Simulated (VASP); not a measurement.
LiCl, 16 atoms in the cell. The typed cell holds 16 atoms: a = 7.521 Å, b = 7.521 Å, c = 7.902 Å, α = 105.23°, β = 105.23°, γ = 116.62°.  This cell differs from its parent crystal: dynamics (nve) at 800 K, volume x 1.02, from the last frame before.

- Program: VASP 6.6.1
- Task: single point
- Functional: PBE
- Potentials or basis: VASP PAW PBE potentials, release 64 (Li_sv, Cl)
- Cutoff: 520 eV
- k mesh: 2 × 2 × 2, shifted
- Occupations: fermi-dirac, width 0.0689 eV
- Spin: no spin polarisation
- Dipole correction: no
- Further INCAR settings: LREAL = Auto; ALGO = Normal; EDIFF = 1e-06; NBANDS = 54

Potentials or basis: VASP PAW PBE potentials, release 64 (Li_sv, Cl).

Launch:

```sh
$ cat potpaw_PBE.64/Li_sv/POTCAR potpaw_PBE.64/Cl/POTCAR > POTCAR
$ mpirun -np 1 vasp_std > vasp.out
```

Hardware: 1 thread of Intel(R) Xeon(R) 6975P-C (Granite Rapids), on a shared host.

**Question.** How long does it take, and how much memory?

**Answer.** Wall time 78 s on 1 thread of Intel(R) Xeon(R) 6975P-C (Granite Rapids), with other jobs on the host, peak memory 0.42 GiB. Counts: scf iterations 16, k points 4.
